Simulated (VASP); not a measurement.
Runs of VASP 6.6.1 on V. The structure is that of space group P6/mmm (No. 191), or close to it. The cells are those of the table. This isn't the form of V at room conditions, which is bcc.

```tsv
cell	k mesh	gap on the mesh (eV)	pressure (GPa)
a = 4.308, b = 4.308, c = 2.281 Å, angles 90.0, 90.0, 120.0°, 3 atoms	9 × 9 × 15	none	9.6
a = 4.424, b = 4.424, c = 2.343 Å, angles 90.0, 90.0, 120.0°, 3 atoms	9 × 9 × 15	none	(a)
a = 4.535, b = 4.535, c = 2.401 Å, angles 90.0, 90.0, 120.0°, 3 atoms	9 × 9 × 15	none	-18.1
a = 4.367, b = 4.367, c = 2.312 Å, angles 90.0, 90.0, 120.0°, 3 atoms	11 × 11 × 18	none	(b)
a = 4.367, b = 4.367, c = 2.312 Å, angles 90.0, 90.0, 120.0°, 3 atoms	9 × 9 × 12	none	0.7
```

Alike in all rows: task single point; level LDA; potentials or basis VASP PAW LDA potentials, release 64 (V_sv); no spin polarisation; cutoff (eV) 520; smearing fermi-dirac 0.1 eV.

Fill in the values left out.

(a) -7.0; (b) 0.6.

Caveats: the cell stands under tension (at least some runs); the cell stands under pressure (at least some runs).

A gap of «none» marks levels without a gap at the run's occupations.
